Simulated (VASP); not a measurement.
## Cu: single point with LDA

The system is Cu.

```
CELL_PARAMETERS angstrom
0.00000 1.75898 1.75898
1.75898 0.00000 1.75898
1.75898 1.75898 0.00000
ATOMIC_POSITIONS crystal
Cu 0.00000 0.00000 0.00000
```

| Quantity | Value |
| --- | --- |
| Program | VASP 6.6.1 |
| Task | single point |
| Functional | LDA |
| Potentials or basis | VASP PAW LDA potentials, release 64 (Cu) |
| Cutoff | 520 eV |
| k mesh | 20 × 20 × 20 |
| Occupations | gaussian, width 0.1 eV |
| Spin | no spin polarisation |
| Dipole correction | no |
| Further INCAR settings | ALGO = Fast; EDIFF = 1e-06; NBANDS = 12 |

```json
{
 "Pressure": "1.1 GPa"
}
```

Levels at points of the mesh, in eV from the Fermi level:
| k point | band 2 | band 3 | band 4 | band 5 | band 6 | band 7 | band 8 | band 9 | band 10 | band 11 |
| --- | --- | --- | --- | --- | --- | --- | --- | --- | --- | --- |
| (0.00, 0.00, 0.00) | -3.31 | -3.31 | -3.31 | -2.36 | -2.36 | 23.35 | 26.47 | 26.47 | 26.47 | 29.09 |
| (0.50, 0.00, 0.00) | -3.34 | -3.34 | -1.72 | -1.72 | -1.20 | 4.18 | 21.83 | 23.23 | 23.23 | 26.30 |
| (0.50, 0.50, 0.00) | -4.89 | -1.73 | -1.56 | -1.56 | 1.45 | 7.73 | 13.67 | 13.67 | 18.52 | 21.68 |

Run time: 37 s on 1 thread of AMD EPYC 7R43 64-Core Processor (Zen 3) (shared host), peak memory 0.11 GiB.
